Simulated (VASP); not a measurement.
Set up this calculation in VASP 6.6.1, as the native input.

- Task: single point
- Functional: PBE
- Potentials or basis: VASP PAW PBE potentials, release 64 (Ag, I)
- Cutoff: 500 eV
- k mesh: 6 × 6 × 4
- Occupations: gaussian, width 0.01 eV
- Spin: no spin polarisation
- Dipole correction: no
- Further INCAR settings: ALGO = Normal; EDIFF = 1e-06; NBANDS = 26

The structure of AgI lies in POSCAR:

```
AgI
1.0
    4.6383014022      0.0000000000      0.0000000000
   -2.3191507011      4.0168868447      0.0000000000
    0.0000000000      0.0000000000      7.5862717366
Ag I
2 2
Direct
    0.3333333333      0.6666666667      0.0001083644
    0.6666666667      0.3333333333      0.5001083644
    0.3333333333      0.6666666667      0.3748916356
    0.6666666667      0.3333333333      0.8748916356
```

One way to write it, as run:

INCAR

```
PREC     = Accurate       # precision mode
ENCUT    = 500            # plane-wave cutoff, eV
EDIFF    = 1E-6           # SCF threshold, eV
ISMEAR   = 0              # smearing method
SIGMA    = 0.01           # smearing width, eV
LREAL    = F              # projectors in reciprocal space
LASPH    = T              # aspherical terms in the spheres
NELM     = 120            # most SCF steps
ALGO     = Normal         # electronic algorithm
ISIF     = 2              # what is computed and relaxed
LWAVE    = F              # write WAVECAR
LCHARG   = F              # write CHGCAR
GGA      = PE             # functional
NBANDS   = 26             # bands
GGA_COMPAT= F
```

KPOINTS

```
Automatic mesh
0
Gamma
  6 6 4
```

Potentials or basis: VASP PAW PBE potentials, release 64 (Ag, I).

Launch:

```sh
$ cat potpaw_PBE.64/Ag/POTCAR potpaw_PBE.64/I/POTCAR > POTCAR
$ mpirun -np 1 vasp_std > vasp.out
```

It gave:

* Pressure: 0.8 GPa
* Band gap on the k mesh: 1.37 eV

Caveat: spin-orbit coupling is left out, which moves the levels of the heavy elements.

Wall time 43 s on 1 thread of AMD EPYC 9R45 96-Core Processor (Zen 5), with other jobs on the host, peak memory 0.25 GiB.
